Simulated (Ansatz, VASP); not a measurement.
TePb: VASP beside Ansatz

File POSCAR:

```
TePb
1.0
    0.0000000000      3.2678368488      3.2351584803
    3.2678368488      0.0000000000      3.2351584803
    3.2678368488      3.2678368488      0.0000000000
Pb Te
1 1
Direct
    0.0000000000      0.0000000000      0.0000000000
    0.5000000000      0.5000000000      0.5000000000
```

File INCAR.step1:

```
ALGO = Normal
EDIFF = 1E-4
ENCUT = 520
GGA = PE
ISMEAR = 0
LASPH = True
LCHARG = False
LREAL = False
LWAVE = True
NBANDS = 17
NELM = 80
PREC = Accurate
SIGMA = 0.01
```

The input INCAR.step2:

```
ALGO = Normal
EDIFF = 1E-6
ENCUT = 520
ISIF = 2
ISMEAR = 0
ISTART = 1
LASPH = True
LCHARG = False
LMIXTAU = True
LREAL = False
LWAVE = False
METAGGA = R2SCAN
NBANDS = 17
NELM = 80
PREC = Accurate
SIGMA = 0.01
```

Contents of KPOINTS:

```
k-points
0
Gamma
  8 8 8
```

Input for Ansatz:

```yaml
crystal:
  lattice:
    - [0.0, 3.2678368488, 3.2351584803]
    - [3.2678368488, 0.0, 3.2351584803]
    - [3.2678368488, 3.2678368488, 0.0]
  atoms:
    - { symbol: Pb, position: [0.0, 0.0, 0.0] }
    - { symbol: Te, position: [0.5, 0.5, 0.5] }
kpoints:
  mp_grid: { grid: [8, 8, 8] }
  band_path:
    path:
      - [0.0, 0.0, 0.0]
      - [0.5, 0.0, 0.5]
      - [0.625, 0.25, 0.625]
      - [0.375, 0.375, 0.75]
      - [0.5, 0.5, 0.5]
      - [0.5, 0.25, 0.75]
      - [0.0, 0.0, 0.5]
    npoints: 1
hamiltonian:
  xc: r2scan
scf:
  occupations: { method: fixed }
  n_extra_bands: 4
output:
  forces: true
  stress: true
  eigenvalues: true
```

Change from the starting cell: uniaxial_z strain -1.0%.

Alike in both runs: task single point; functional r2SCAN; k mesh 8 × 8 × 8; no spin polarisation.

```csv
,VASP,Ansatz
version,VASP 6.6.1,Ansatz 0.2.0
potentials or method,"VASP PAW PBE potentials, release 64 (Pb_d, Te)","plane waves, PAW"
plane-wave cutoff (eV),520,500
occupations,"gaussian, width 0.01 eV",fixed
valence electrons in the cell,20,30
```

|  | VASP | Ansatz | Ansatz less VASP |
| --- | --- | --- | --- |
| gap on the k mesh at the Fermi level (eV) | 1.07 | 1.06 | -0.003 |
| pressure (GPa) | 0.4 | 0.4 | +0.01 |
| traceless stress, the component that is largest in VASP (GPa) | 0.77 | 0.77 | -0.002 |

VASP's potentials were made for PBE, not for r2SCAN. VASP's potentials hold 20 valence electrons a cell and Ansatz's 30, so a difference there can come from the potentials and not from the codes.

Neither program's run includes spin-orbit coupling.
